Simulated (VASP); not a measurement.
Set up this calculation in VASP 6.6.1, as the native input.

```yaml
Task: single point
Functional: PBE
Potentials_or_basis: VASP PAW PBE potentials, release 64 (Ti_sv, Si)
Cutoff: 520 eV
k_mesh: 7 × 7 × 7
Occupations: fermi-dirac, width 0.05 eV
Spin: no spin polarisation
Dipole_correction: no
Further_INCAR_settings: ALGO = Normal; EDIFF = 1e-06; NBANDS = 29
```

The structure of TiSi2 lies in POSCAR:

```
TiSi2
1.0
    0.0000000000      4.1231807327      4.2893601056
    2.4029031034      0.0000000000      4.2893601056
    2.4029031034      4.1231807327      0.0000000000
Ti Si
2 4
Direct
    0.7500000000      0.7500000000      0.7500000000
    0.5000000000      0.5000000000      0.5000000000
    0.4127279448      0.0872720552      0.4127279448
    0.0872720552      0.4127279448      0.0872720552
    0.1627279448      0.8372720552      0.1627279448
    0.8372720552      0.1627279448      0.8372720552
```

One way to write it, as run:

INCAR

```
PREC     = Accurate       # precision mode
ENCUT    = 520            # plane-wave cutoff, eV
EDIFF    = 1E-6           # SCF threshold, eV
ISMEAR   = -1             # smearing method
SIGMA    = 0.05           # smearing width, eV
LREAL    = False          # projectors in reciprocal space
LASPH    = True           # aspherical terms in the spheres
NELM     = 100            # most SCF steps
ALGO     = Normal         # electronic algorithm
ISIF     = 2              # what is computed and relaxed
LWAVE    = False          # write WAVECAR
LCHARG   = False          # write CHGCAR
GGA      = PE             # functional
NBANDS   = 29             # bands
```

KPOINTS

```
regular mesh
0
Gamma
  7 7 7
```

Potentials or basis: VASP PAW PBE potentials, release 64 (Ti_sv, Si).

Run with:

```bash
$ cat potpaw_PBE.64/Ti_sv/POTCAR potpaw_PBE.64/Si/POTCAR > POTCAR
$ mpirun -np 1 vasp_std > vasp.out
```

It gave:

- Pressure: 0.0 GPa
- Band gap on the k mesh: zero (band 20 reaches 10.74 eV, above the bottom of band 21 at 8.96 eV)

Wall time 4.2 min on 1 thread of AMD EPYC 7R43 64-Core Processor (Zen 3) (shared host), peak memory 0.27 GiB.
